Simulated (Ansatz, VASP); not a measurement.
CdSe: VASP beside Ansatz

```xyz
12
Lattice="4.3843 0.0000 0.0000 0.0000 7.1541 0.0000 0.0000 0.0000 23.8595" Properties=species:S:1:pos:R:3 pbc="T T T"
Cd    0.0000    6.8067    8.1405
Cd    2.1922    3.7252    8.6054
Cd    2.1922    7.2476   11.3976
Cd    0.0000    3.6704   12.4619
Cd    0.0000    7.3022   15.2544
Cd    2.1922    3.2295   15.7191
Se    0.0000    4.4058    7.2633
Se    2.1922    0.9683    8.8249
Se    2.1922    4.5505   11.2080
Se    0.0000    0.9734   12.6514
Se    0.0000    4.5451   15.0342
Se    2.1922    0.8286   16.5963
```

Alike in both runs: functional PBE; k mesh 8 × 5 × 1; occupations gaussian, width 0.05 eV; no spin polarisation.

Ansatz relaxed the structure, and its values are those at the end. VASP's run is a single point on that final structure, the one shown.

|  | VASP | Ansatz |
| --- | --- | --- |
| version | VASP 6.6.1 | Ansatz 0.2.0 |
| potentials or method | VASP PAW PBE potentials, release 64 (Cd, Se), cutoff 520 eV | scalar-relativistic, plane waves, PAW |
| valence electrons in the cell | 108 | 216 |

```tsv
	VASP	Ansatz	Ansatz less VASP
gap on the k mesh at the Fermi level (eV)	1.14	1.14	0.000
least direct gap on the mesh (eV)	1.14	1.14	0.000
rms of the force components (eV/Å)	0.011	0.005	-0.0062
```

The functional is the same, so the differences come from potentials, cutoffs and numerics. VASP's potentials hold 108 valence electrons a cell and Ansatz's 216, so a difference there can come from the potentials and not from the codes. Ansatz's warnings: xc potential rough in thin density.
